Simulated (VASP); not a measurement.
B27As26 (a cell with a defect): single point with PBE

B27As26 (a cell with a defect):

```
B As
1.0
     0.00000    7.21401    7.21401
     7.21401    0.00000    7.21401
     7.21401    7.21401    0.00000
B As
27 26
Direct
  0.24985 0.24980 0.25106
  0.24929 0.24925 0.58593
  0.24928 0.24923 0.92009
  0.24866 0.58234 0.25341
  0.24916 0.58289 0.58563
  0.24950 0.58308 0.91814
  0.24966 0.91554 0.25211
  0.27240 0.90955 0.57560
  0.24950 0.91567 0.91915
  0.58238 0.24863 0.25341
  0.58294 0.24911 0.58564
  0.58315 0.24944 0.91813
  0.58221 0.58217 0.25370
  0.58318 0.58311 0.58383
  0.58207 0.58203 0.92027
  0.58357 0.91566 0.25076
  0.58290 0.91554 0.58482
  0.58290 0.91515 0.91921
  0.91559 0.24961 0.25211
  0.90965 0.27226 0.57562
  0.91572 0.24945 0.91915
  0.91572 0.58350 0.25077
  0.91559 0.58284 0.58482
  0.91520 0.58284 0.91921
  0.91603 0.91598 0.25152
  0.90697 0.90689 0.57360
  0.90901 0.90893 0.94040
  0.00170 0.00162 0.99772
  0.00168 0.00159 0.33170
  0.66746 0.33038 0.66729
  0.00043 0.33439 0.99780
  0.00102 0.33149 0.33320
  0.00081 0.33206 0.66648
  0.00118 0.66680 0.99756
  0.99999 0.66728 0.33215
  0.00080 0.66733 0.66597
  0.33449 0.00033 0.99779
  0.33156 0.00094 0.33319
  0.33216 0.00072 0.66647
  0.33407 0.33398 0.99876
  0.33381 0.33373 0.33106
  0.33418 0.33407 0.66374
  0.33357 0.66703 0.99843
  0.33397 0.66732 0.33053
  0.33047 0.66737 0.66729
  0.66688 0.00111 0.99754
  0.66736 0.99991 0.33214
  0.66743 0.00070 0.66595
  0.66713 0.33348 0.99842
  0.66742 0.33388 0.33052
  0.66695 0.66685 0.99822
  0.66670 0.66662 0.33267
  0.66668 0.66659 0.66580
```

```
Program                : VASP 6.6.1
Task                   : single point
Functional             : PBE
Potentials or basis    : VASP PAW PBE potentials, release 64 (B, As)
Cutoff                 : 420 eV
k mesh                 : 1 × 1 × 1, shifted
Occupations            : fermi-dirac, width 0.01 eV
Spin                   : no spin polarisation
Dipole correction      : no
Charge                 : 3
Further INCAR settings : LREAL = Auto; ALGO = Normal; EDIFF = 1e-06; NBANDS = 138; NELECT = 208.0
```

The largest force is 0.271 eV/Å.

Forces in eV/Å, atoms in the order of the input:
```
B   -0.034 -0.038  0.019
B   -0.132 -0.131  0.050
B   -0.153 -0.155  0.105
B   -0.150 -0.146  0.088
B   -0.133 -0.139  0.049
B   -0.025 -0.008  0.029
B   -0.117 -0.109  0.151
B   -0.027  0.038 -0.022
B   -0.128 -0.090  0.133
B   -0.144 -0.153  0.087
B   -0.141 -0.132  0.049
B   -0.004 -0.029  0.030
B   -0.166 -0.167  0.121
B    0.008  0.008 -0.046
B   -0.143 -0.146  0.109
B    0.025 -0.031  0.069
B   -0.117 -0.087  0.077
B   -0.123 -0.125  0.164
B   -0.106 -0.117  0.151
B    0.041 -0.026 -0.021
B   -0.086 -0.130  0.132
B   -0.027  0.023  0.068
B   -0.087 -0.115  0.077
B   -0.121 -0.124  0.164
B   -0.079 -0.081  0.129
B    0.033  0.037  0.256
B    0.034  0.031  0.045
As  -0.018 -0.017 -0.203
As   0.044  0.044 -0.171
As   0.043 -0.004  0.087
As   0.142  0.143 -0.151
As  -0.016 -0.011 -0.007
As   0.019  0.150 -0.120
As   0.035  0.003 -0.067
As   0.046  0.082 -0.133
As   0.058  0.206 -0.152
As   0.143  0.145 -0.151
As  -0.014 -0.008 -0.007
As   0.153  0.021 -0.118
As   0.031  0.036 -0.046
As   0.131  0.134 -0.068
As   0.150  0.149 -0.043
As   0.125  0.128 -0.104
As   0.157  0.173 -0.098
As  -0.005  0.044  0.086
As   0.001  0.042 -0.067
As   0.082  0.047 -0.132
As   0.212  0.057 -0.153
As   0.125  0.127 -0.105
As   0.172  0.159 -0.098
As   0.169  0.171 -0.124
As   0.035  0.038 -0.020
As   0.083  0.082 -0.097
```

Levels at points of the mesh, in eV from the Fermi level:
```csv
k point,band 101,band 102,band 103,band 104,band 105,band 106,band 107,band 108
"(0.25, 0.25, 0.25)",-0.73,-0.58,-0.45,-0.02,0.25,1.44,1.83,1.84
```

Wall time 19 min on 1 thread of AMD EPYC 7R13, on a shared host, peak memory 0.74 GiB.

Caveat: the cell carries a net charge on a neutralising background, which shifts energy and pressure; the cell is charged against a uniform background, so pressure and absolute levels hang on convention.
